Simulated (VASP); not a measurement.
# C (P6_3/mmc) in VASP: further runs

Runs on C. Level: r2SCAN. Tasks: single point.

Everything below comes from runs of VASP 6.6.1. Logs are shortened: lines on timing, memory, paths and dates and some standing lists are left out, and cuts for length are marked.

## 1. The cell of the first run

Symmetry: P6_3/mmc, No. 194, hexagonal system. Conventional cell: a = 2.512 Å, b = 2.512 Å, c = 12.392 Å, α = 90.00°, β = 90.00°, γ = 120.00°. C (site symmetry 3m) has 4 C at 1.54 to 1.57 Å within 2.1 Å. Within 2.1 Å of C (site symmetry 3m) lie 4 C at 1.54 Å. Within 2.1 Å of C (site symmetry 3m) lie 4 C at 1.54 Å.

## 2. Single point, r2SCAN

Input file POSCAR:

```
C
1.0
    2.5123860674      0.0000000000      0.0000000000
   -1.2561930337      2.1757901585      0.0000000000
    0.0000000000      0.0000000000     12.3917727075
C
12
Direct
    0.0000000000      0.0000000000      0.1868286680
    0.0000000000      0.0000000000      0.6868286680
    0.0000000000      0.0000000000      0.3131713320
    0.0000000000      0.0000000000      0.8131713320
    0.3333333333      0.6666666667      0.5207643645
    0.6666666667      0.3333333333      0.0207643645
    0.3333333333      0.6666666667      0.9792356355
    0.6666666667      0.3333333333      0.4792356355
    0.3333333333      0.6666666667      0.6450550053
    0.6666666667      0.3333333333      0.1450550053
    0.3333333333      0.6666666667      0.8549449947
    0.6666666667      0.3333333333      0.3549449947
```

Input file INCAR.step1:

```
  PREC = Accurate
  ENCUT = 520
  ISMEAR = 0
  SIGMA = 0.02
  LREAL = F
  LASPH = T
  NELM = 80
  NBANDS = 36
  GGA = PE
  ALGO = Normal
  EDIFF = 1E-4
  LWAVE = T
  LCHARG = F
```

Input file INCAR.step2:

```
  PREC = Accurate
  ENCUT = 520
  EDIFF = 1E-7
  ISMEAR = 0
  SIGMA = 0.02
  LREAL = F
  LASPH = T
  NELM = 80
  ALGO = Normal
  ISIF = 2
  LWAVE = F
  LCHARG = F
  METAGGA = R2SCAN
  LMIXTAU = T
  NBANDS = 36
  ISTART = 1
```

Input file KPOINTS:

```
Automatic mesh
0
Gamma
  12 12 2
```

Potentials or basis: VASP PAW PBE potentials, release 64 (C).

Command:

```bash
> cat potpaw_PBE.64/C/POTCAR > POTCAR
> cp INCAR.step1 INCAR
> mpirun -np 1 vasp_std > vasp.out
> cp INCAR.step2 INCAR
> mpirun -np 1 vasp_std > vasp.out
```

OUTCAR:

```text
PREC = Accurate
   ENCUT = 520
   EDIFF = 1E-7
   ISMEAR = 0
   LREAL = F
   LASPH = T
   NELM = 80
   ISIF = 2
   METAGGA = R2SCAN
   ISTART = 1

 ion  position               nearest neighbor table
   1  0.000  0.000  0.187-  10 1.54  10 1.54  10 1.54   3 1.57
   2  0.000  0.000  0.687-   9 1.54   9 1.54   9 1.54   4 1.57
   3  0.000  0.000  0.313-  12 1.54  12 1.54  12 1.54   1 1.57
   4  0.000  0.000  0.813-  11 1.54  11 1.54  11 1.54   2 1.57
   5  0.333  0.667  0.521-   8 1.54   8 1.54   8 1.54   9 1.54
   6  0.667  0.333  0.021-   7 1.54   7 1.54   7 1.54  10 1.54
   7  0.333  0.667  0.979-   6 1.54   6 1.54   6 1.54  11 1.54
   8  0.667  0.333  0.479-   5 1.54   5 1.54   5 1.54  12 1.54
   9  0.333  0.667  0.645-   2 1.54   2 1.54   2 1.54   5 1.54
  10  0.667  0.333  0.145-   1 1.54   1 1.54   1 1.54   6 1.54
  11  0.333  0.667  0.855-   4 1.54   4 1.54   4 1.54   7 1.54
  12  0.667  0.333  0.355-   3 1.54   3 1.54   3 1.54   8 1.54

  LATTYP: Found a hexagonal cell.
 ALAT       =     2.5123860674
 C/A-ratio  =     4.9322724992

  Lattice vectors:

 A1 = (   2.5123860674,   0.0000000000,   0.0000000000)
 A2 = (  -1.2561930337,   2.1757901585,   0.0000000000)
 A3 = (   0.0000000000,   0.0000000000,  12.3917727075)

Analysis of symmetry for initial positions (statically):
=====================================================================
 Subroutine PRICEL returns:
 Original cell was already a primitive cell.

 Routine SETGRP: Setting up the symmetry group for a
 hexagonal supercell.

 Subroutine GETGRP returns: Found 24 space group operations
 (whereof 12 operations were pure point group operations)
 out of a pool of 24 trial point group operations.

The static configuration has the point symmetry D_3d.
 The point group associated with its full space group is D_6h.

Analysis of symmetry for dynamics (positions and initial velocities):
=====================================================================
 Subroutine PRICEL returns:
 Original cell was already a primitive cell.

 Routine SETGRP: Setting up the symmetry group for a
 hexagonal supercell.

 Subroutine GETGRP returns: Found 24 space group operations
 (whereof 12 operations were pure point group operations)
 out of a pool of 24 trial point group operations.

The dynamic configuration has the point symmetry D_3d.
 The point group associated with its full space group is D_6h.

 Subroutine INISYM returns: Found 24 space group operations
[... 122 lines left out ...]
   NFREE  =      0    steps in history (QN), initial steepest desc. (CG)
   ISIF   =      2    stress and relaxation
   ISYM   =      2    0-nonsym 1-usesym 2-fastsym
   POTIM  = 0.5000    time-step for ionic-motion
   TEBEG  =    0.0;   TEEND  =   0.0 temperature during run
   PSTRESS=    0.0 pullay stress
   NELECT =      48.0000    total number of electrons
   NUPDOWN=      -1.0000    fix difference up-down
   EMIN   =  10.00;   EMAX   =-10.00  energy-range for DOS
   EFERMI =   0.00;   METHOD = LEGACY
   ISMEAR =     0;   SIGMA  =   0.02  broadening in eV -4-tet -1-fermi 0-gaus
   EFERMI_NEDOS =   21; number of points for ismear=-14 and -15
   IALGO  =     38    algorithm
   IMIX   =      4    mixing-type and parameters
     AMIX     =   0.40;   BMIX     =  1.00
     AMIX_MAG =   1.60;   BMIX_MAG =  1.00
  volume/ion in A,a.u.               =       5.64        38.09
  Fermi-wavevector in a.u.,A,eV,Ry     =   1.459519  2.758090 28.983057  2.130195
  Thomas-Fermi vector in A             =   2.576076
   LORBIT       =      0    0 simple, 1 ext, 2 COOP (PROOUT), +10 PAW based schemes
   METAGGA = R2SCAN    functional components
   LHFCALC =     F    Hartree Fock is set to
   AEXX    =    0.0000 exact exchange contribution
   IVDW    =     0    specifies the selected vdW correction
   LEPSILON=     F    determine dielectric tensor
   LRPA    =     F    only Hartree local field effects (RPA)
 non-spin polarized calculation
 Gauss-broadening in eV      SIGMA  =   0.02
  energy-cutoff  :      520.00
  volume of cell :       67.74
 maximum number of plane-waves:      1847
 NGX is ok and might be reduce to    20
   NGX =  9   NGY =  9   NGZ = 47

 number of electron      47.9999996 magnetization

 Free energy of the ion-electron system (eV)
  ---------------------------------------------------
  ext. energy  EPLUGINS =         0.00000000
  ---------------------------------------------------
  free energy    TOTEN  =      -117.86248002 eV

  energy without entropy =     -117.86248002  energy(sigma->0) =     -117.86248002

 E-fermi :   9.9784     XC(G=0): -14.2826

 val. band max:        9.8755754162   @ k =   0.0000   0.0000   0.0000
 cond. band min:      14.5378810612   @ k =   0.3333  -0.0000   0.0000
 fundamental gap:      4.6623056451
 Fermi energy:         9.9784077873

 k-point     1 :       0.0000    0.0000    0.0000
  band No.  band energies     occupation
      1     -12.9897      2.00000
      2     -12.2352      2.00000
      3     -12.1488      2.00000
      4      -9.8946      2.00000
      5      -9.8255      2.00000
      6      -7.0901      2.00000
[... 925 lines left out ...]
     35      19.6215      0.00000
     36      19.6215      0.00000

 [... further k-points ...]
[... 5 lines left out ...]
  --------------------------------------------------------------------------------------
  -------------------------------------------------------------------------------------
  Total        0.4640594      0.4640594      0.4535265      0.0000000      0.0000000      0.0000000
  in kB       10.9760816     10.9760816     10.7269533      0.0000000      0.0000000      0.0000000
  external PRESSURE =      10.8930388 kB  Pullay stress =       0.0000000 kB

 VOLUME and BASIS-vectors are now :
 -----------------------------------------------------------------------------
  energy-cutoff  :      520.00
  volume of cell :       67.74
      direct lattice vectors                 reciprocal lattice vectors
     2.512386067  0.000000000  0.000000000     0.398027999  0.229801573  0.000000000
    -1.256193034  2.175790158  0.000000000     0.000000000  0.459603145  0.000000000
     0.000000000  0.000000000 12.391772707     0.000000000  0.000000000  0.080698704

 POSITION                                       TOTAL-FORCE (eV/Angst)
 -----------------------------------------------------------------------------------
      0.00000      0.00000      2.31514        -0.000000      0.000000      0.008619
      0.00000      0.00000      8.51102         0.000000      0.000000      0.008619
      0.00000      0.00000      3.88075         0.000000     -0.000000     -0.008619
      0.00000      0.00000     10.07663         0.000000      0.000000     -0.008619
     -0.00000      1.45053      6.45319        -0.000000      0.000000     -0.001996
      1.25619      0.72526      0.25731         0.000000     -0.000000     -0.001996
     -0.00000      1.45053     12.13447        -0.000000      0.000000      0.001996
      1.25619      0.72526      5.93858         0.000000     -0.000000      0.001996
     -0.00000      1.45053      7.99338        -0.000000      0.000000      0.000480
      1.25619      0.72526      1.79749         0.000000     -0.000000      0.000480
     -0.00000      1.45053     10.59428         0.000000      0.000000     -0.000480
      1.25619      0.72526      4.39840         0.000000     -0.000000     -0.000480
 -----------------------------------------------------------------------------------
    total drift:                                0.000000      0.000000     -0.000000

  FREE ENERGIE OF THE ION-ELECTRON SYSTEM (eV)
  ---------------------------------------------------
  free  energy   TOTEN  =      -117.8624800220 eV

  energy  without entropy=     -117.8624800220  energy(sigma->0) =     -117.86248002
```

Run time: 2.8 min. Hardware: 1 thread of Intel Xeon 6975P-C (Granite Rapids), shared host; peak memory 0.22 GiB.

What came out:

```yaml
Free_energy: -117.8625 eV
Pressure: 1.1 GPa
Largest_force: 0.009 eV/Å
Band_gap_on_the_k_mesh: 4.66 eV (least direct gap 5.63 eV)
```

Forces in eV/Å, atoms in the order of the input:
```
C    0.000  0.000  0.009
C    0.000  0.000  0.009
C    0.000  0.000 -0.009
C    0.000  0.000 -0.009
C    0.000  0.000 -0.002
C    0.000  0.000 -0.002
C    0.000  0.000  0.002
C    0.000  0.000  0.002
C    0.000  0.000  0.000
C    0.000  0.000  0.000
C    0.000  0.000  0.000
C    0.000  0.000  0.000
```

Caveat: the PAW data sets were made with another functional, which shifts forces and pressure a little. r2SCAN opens gaps a little over a GGA but as a rule still falls short of measured ones.

## 3. Single point, r2SCAN

POSCAR is that of step 2.

Input file INCAR.step1:

```
PREC = Accurate
ENCUT = 520
ISMEAR = 0
SIGMA = 0.05
LREAL = F
LASPH = T
NELM = 100
NBANDS = 36
GGA = PE
ALGO = Normal
EDIFF = 1E-4
LWAVE = T
LCHARG = F
```

Input file INCAR.step2:

```
PREC = Accurate
ENCUT = 520
EDIFF = 1E-7
ISMEAR = 0
SIGMA = 0.05
LREAL = F
LASPH = T
NELM = 100
ALGO = Normal
ISIF = 2
LWAVE = F
LCHARG = F
METAGGA = R2SCAN
LMIXTAU = T
NBANDS = 36
ISTART = 1
```

KPOINTS is that of step 2.

Potentials or basis: VASP PAW PBE potentials, release 64 (C).

Command:

```bash
> cat potpaw_PBE.64/C/POTCAR > POTCAR
> cp INCAR.step1 INCAR
> mpirun -np 1 vasp_std > vasp.out
> cp INCAR.step2 INCAR
> mpirun -np 1 vasp_std > vasp.out
```

It took 3 min on 1 thread of Intel Xeon 6975P-C (Granite Rapids), shared host; peak memory 0.22 GiB.

The run converged. Its results:

```
Free energy            : -117.8625 eV
Pressure               : 1.1 GPa
Largest force          : 0.009 eV/Å
Band gap on the k mesh : 4.66 eV (least direct gap 5.63 eV)
```

Forces on the atoms (eV/Å):
```
C    0.000  0.000  0.009
C    0.000  0.000  0.009
C    0.000  0.000 -0.009
C    0.000  0.000 -0.009
C    0.000  0.000 -0.002
C    0.000  0.000 -0.002
C    0.000  0.000  0.002
C    0.000  0.000  0.002
C    0.000  0.000  0.000
C    0.000  0.000  0.000
C    0.000  0.000  0.000
C    0.000  0.000  0.000
```

Levels at points of the mesh, in eV from the valence-band top:
| k point | band 22 | band 23 | band 24 | band 25 | band 26 | band 27 |
| --- | --- | --- | --- | --- | --- | --- |
| (0.00, 0.00, 0.00) | -0.16 | 0.00 | 0.00 | 5.63 | 5.63 | 5.76 |
| (0.50, 0.00, 0.00) | -4.29 | -3.84 | -3.11 | 4.86 | 5.50 | 5.56 |
| (0.00, 0.00, 0.50) | -0.34 | -0.34 | -0.34 | 6.05 | 6.05 | 6.05 |
| (0.50, 0.00, 0.50) | -4.02 | -3.47 | -3.47 | 5.04 | 5.04 | 6.13 |

Caveat: the PAW data sets were made with another functional, which shifts forces and pressure a little.

## 4. Single point, r2SCAN

This run uses another cell than the first one, of 5.67 Å³/atom.

Input file POSCAR:

```
C
1.0
    2.5220988435      0.0000000000      0.0000000000
   -1.2610494217      2.1842016693      0.0000000000
    0.0000000000      0.0000000000     12.3557000000
C
12
Direct
    0.0000000000      0.0000000000      0.1875000000
    0.0000000000      0.0000000000      0.6875000000
    0.0000000000      0.0000000000      0.3125000000
    0.0000000000      0.0000000000      0.8125000000
    0.3333333333      0.6666666667      0.5208300000
    0.6666666667      0.3333333333      0.0208300000
    0.3333333333      0.6666666667      0.9791700000
    0.6666666667      0.3333333333      0.4791700000
    0.3333333333      0.6666666667      0.6458300000
    0.6666666667      0.3333333333      0.1458300000
    0.3333333333      0.6666666667      0.8541700000
    0.6666666667      0.3333333333      0.3541700000
```

Input file INCAR.step1:

```
SYSTEM = C
PREC = Accurate
ENCUT = 520
ISMEAR = 0
SIGMA = 0.1
LREAL = .FALSE.
LASPH = .TRUE.
NELM = 80
NBANDS = 36
GGA = PE
ALGO = Normal
EDIFF = 1E-4
LWAVE = .TRUE.
LCHARG = .FALSE.
```

Input file INCAR.step2:

```
SYSTEM = C
PREC = Accurate
ENCUT = 520
EDIFF = 1E-6
ISMEAR = 0
SIGMA = 0.1
LREAL = .FALSE.
LASPH = .TRUE.
NELM = 80
ALGO = Normal
ISIF = 2
LWAVE = .FALSE.
LCHARG = .TRUE.
METAGGA = R2SCAN
LMIXTAU = .TRUE.
LELF = .TRUE.
LVHAR = .TRUE.
NBANDS = 36
ISTART = 1
```

Input file KPOINTS:

```
Automatic mesh
0
G
  12 12 2
  0 0 0
```

Command:

```bash
> cat potpaw_PBE.64/C/POTCAR > POTCAR
> cp INCAR.step1 INCAR
> mpirun -np 1 vasp_std > vasp.out
> cp INCAR.step2 INCAR
> mpirun -np 1 vasp_std > vasp.out
```

Wall time 3.1 min (1 thread of Intel Xeon 6975P-C (Granite Rapids), shared host); peak memory 0.22 GiB.

The run converged. Its results:

* Free energy: -117.8430 eV
* Pressure: -1.0 GPa
* Largest force: 0.344 eV/Å
* Band gap on the k mesh: 4.57 eV (least direct gap 5.53 eV)

Forces in eV/Å, atoms in the order of the input:
```
C    0.000  0.000 -0.344
C    0.000  0.000 -0.344
C    0.000  0.000  0.344
C    0.000  0.000  0.344
C    0.000  0.000  0.029
C    0.000  0.000  0.029
C    0.000  0.000 -0.029
C    0.000  0.000 -0.029
C    0.000  0.000 -0.340
C    0.000  0.000 -0.340
C    0.000  0.000  0.340
C    0.000  0.000  0.340
```

Stress tensor (GPa, compression positive):
```
-3.94  0.00  0.00
 0.00 -3.94  0.00
 0.00  0.00  4.79
```

Levels at points of the mesh, in eV from the valence-band top:
```
           k point  band 20  band 21  band 22  band 23  band 24  band 25  band 26  band 27  band 28  band 29
(0.00, 0.00, 0.00)    -1.05    -1.05    -0.16     0.00     0.00     5.53     5.53     5.91     6.67     6.67
(0.50, 0.00, 0.00)    -4.59    -4.31    -4.30    -3.84    -3.07     4.74     5.35     5.52     5.89     7.17
(0.00, 0.00, 0.50)    -1.43    -0.35    -0.35    -0.35    -0.35     5.95     5.95     5.95     5.95     6.57
(0.50, 0.00, 0.50)    -5.26    -3.99    -3.99    -3.44    -3.44     4.92     4.92     6.18     6.18     6.29
```

Caveat: the PAW data sets were made with another functional, which shifts forces and pressure a little. r2SCAN opens gaps a little over a GGA but as a rule still falls short of measured ones.

## 5. The runs side by side

| cell | smearing | gap on the mesh (eV) | pressure (GPa) | largest force (eV/Å) |
| --- | --- | --- | --- | --- |
| a = 2.512, b = 2.512, c = 12.392 Å, angles 90.0, 90.0, 120.0°, 12 atoms, atomic positions A | gaussian 0.02 eV | 4.66 | 1.1 | 0.01 |
| a = 2.512, b = 2.512, c = 12.392 Å, angles 90.0, 90.0, 120.0°, 12 atoms, atomic positions A | gaussian 0.05 eV | 4.66 | 1.1 | 0.01 |
| a = 2.522, b = 2.522, c = 12.356 Å, angles 90.0, 90.0, 120.0°, 12 atoms, atomic positions B | gaussian 0.1 eV | 4.57 | -1.0 | 0.34 |

Alike in all rows: task single point; level r2SCAN; potentials or basis VASP PAW PBE potentials, release 64 (C); no spin polarisation; k mesh 12 × 12 × 2; cutoff (eV) 520.

Caveats: the PAW data sets were made with another functional, which shifts forces and pressure a little.

Absolute energies hang on the potentials; compare differences alone.
